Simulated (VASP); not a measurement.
Mg, 1 atom in the cell. It takes space group P6/mmm (No. 191, hexagonal). Conventional cell: a = 2.879 Å, b = 2.879 Å, c = 2.792 Å, α = 90.00°, β = 90.00°, γ = 120.00°. Within 3.7 Å of Mg (site symmetry 6/mmm) lie 8 Mg at 2.79 to 2.88 Å. 

```yaml
Program: VASP 6.6.1
Task: single point
Functional: PBE
Potentials_or_basis: VASP PAW PBE potentials, release 64 (Mg)
Cutoff: 520 eV
k_mesh: 14 × 14 × 13
Occupations: fermi-dirac, width 0.1 eV
Spin: no spin polarisation
Dipole_correction: no
Further_INCAR_settings: ALGO = Normal; EDIFF = 1e-06; NBANDS = 7
```

Potentials or basis: VASP PAW PBE potentials, release 64 (Mg).

Launch:

```bash
$ cat potpaw_PBE.64/Mg/POTCAR > POTCAR
$ mpirun -np 1 vasp_std > vasp.out
```

Hardware: 1 thread of AMD EPYC 7R13 Processor (Zen 3), on a shared host.

How long does it take, and how much memory?

Run time: 21 s on 1 thread of AMD EPYC 7R13 Processor (Zen 3), on a shared host, peak memory 0.12 GiB. Counts: scf iterations 9, k points 168.
